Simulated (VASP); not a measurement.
# MgCd5O6: relaxation of cell and atoms with PBE

The system is MgCd5O6.

```
Mg Cd O
1.0
     3.55969    0.00000    0.00000
    -1.77985    3.08278    0.00000
     0.00000    0.00000   17.43886
Mg Cd O
1 5 6
Cartesian
  0.0000 0.0000 8.7194
  1.7798 1.0276 11.6259
  0.0000 2.0552 5.8130
  1.7798 1.0276 2.9065
  0.0000 0.0000 0.0000
  0.0000 2.0552 14.5324
  0.0000 2.0552 10.1727
  1.7798 1.0276 7.2662
  0.0000 0.0000 4.3597
  0.0000 2.0552 1.4532
  1.7798 1.0276 15.9856
  0.0000 0.0000 13.0791
```

```yaml
Program: VASP 6.6.1
Task: relaxation of cell and atoms
Functional: PBE
Potentials_or_basis: VASP PAW PBE potentials, release 64 (Mg, Cd, O)
Cutoff: 600 eV
k_mesh: 6 × 6 × 1
Occupations: gaussian, width 0.1 eV
Spin: no spin polarisation
Dipole_correction: no
Further_INCAR_settings: ALGO = Normal; EDIFF = 1e-07; IBRION = 2; EDIFFG = -0.04; NSW = 90; ISIF = 3
```

```yaml
Relaxed_volume: 13.02 Å³/atom
Relaxed_cell: a = 3.311 Å, b = 3.311 Å, c = 16.458 Å, α = 90.00°, β = 90.00°, γ = 120.00°
Space_group_after_relaxing_to_0.05_Å: P-3m1 (No. 164)
Energy_gained_by_relaxing: 201.4 meV/atom
Ionic_steps: 13
Pressure_after_relaxing: -0.3 GPa
Largest_force_after_relaxing: 0.035 eV/Å
Band_gap_on_the_k_mesh: zero (filled and empty bands touch)
```

Forces in eV/Å, atoms in the order of the input:
```
Mg   0.000  0.000  0.000
Cd   0.000  0.000  0.009
Cd   0.000  0.000 -0.009
Cd   0.000  0.000  0.035
Cd   0.000  0.000  0.000
Cd   0.000  0.000 -0.035
O    0.000  0.000 -0.010
O    0.000  0.000  0.010
O    0.000  0.000 -0.004
O    0.000  0.000  0.000
O    0.000  0.000  0.000
O    0.000  0.000  0.004
```

Stress tensor (GPa, compression positive):
```
-0.28  0.00  0.00
 0.00 -0.28  0.00
 0.00  0.00 -0.37
```

Step by step:
| step | energy change (eV) | largest force (eV/Å) | pressure (GPa) | volume (Å³) |
| --- | --- | --- | --- | --- |
| 1 | 0.0000 | 0.8879 | -15.75 | 191.37 |
| 2 | -1.9743 | 1.4471 | 6.04 | 151.14 |
| 3 | -2.0727 | 1.3336 | 0.55 | 157.02 |
| 4 | -2.2173 | 0.7801 | 0.51 | 156.50 |
| 5 | -2.3049 | 0.6546 | 0.70 | 155.69 |
| 6 | -2.3523 | 0.2943 | -0.71 | 157.14 |
| 7 | -2.3578 | 0.3195 | -1.33 | 157.82 |
| 8 | -2.3866 | 0.2556 | 0.56 | 155.38 |
| 9 | -2.3868 | 0.2491 | 0.76 | 155.14 |
| 10 | -2.4090 | 0.1612 | 0.29 | 155.57 |
| 11 | -2.4119 | 0.1924 | 0.08 | 155.78 |
| 12 | -2.4169 | 0.0583 | -0.19 | 156.10 |
| 13 | -2.4173 | 0.0350 | -0.31 | 156.24 |

Final structure:
```
CELL_PARAMETERS angstrom
3.31081 0.00000 0.00000
-1.65541 2.86725 0.00000
0.00000 0.00000 16.45811
ATOMIC_POSITIONS crystal
Mg 0.00000 0.00000 0.50000
Cd 0.66667 0.33333 0.65699
Cd 0.33333 0.66667 0.34301
Cd 0.66667 0.33333 0.17130
Cd 0.00000 0.00000 0.00000
Cd 0.33333 0.66667 0.82870
O 0.33333 0.66667 0.56867
O 0.66667 0.33333 0.43133
O 0.00000 0.00000 0.25722
O 0.33333 0.66667 0.08564
O 0.66667 0.33333 0.91436
O 0.00000 0.00000 0.74278
```

Levels at points of the mesh, in eV from the Fermi level:
| k point | band 45 | band 46 | band 47 | band 48 | band 49 | band 50 | band 51 | band 52 | band 53 | band 54 |
| --- | --- | --- | --- | --- | --- | --- | --- | --- | --- | --- |
| (0.00, 0.00, 0.00) | -0.60 | -0.23 | -0.23 | -0.14 | -0.08 | -0.08 | 1.60 | 1.94 | 3.73 | 3.99 |
| (0.50, 0.00, 0.00) | -0.88 | -0.75 | -0.52 | -0.11 | -0.08 | 3.92 | 4.47 | 4.64 | 5.06 | 5.57 |

Run time: 25 min on 1 thread of Intel Xeon 6975P-C, on a shared host, peak memory 0.39 GiB.

Caveat: the k points lie up to 0.38 Å⁻¹ apart in the final cell; the volume moved by over 15 % at a fixed basis, so the end points are rough.
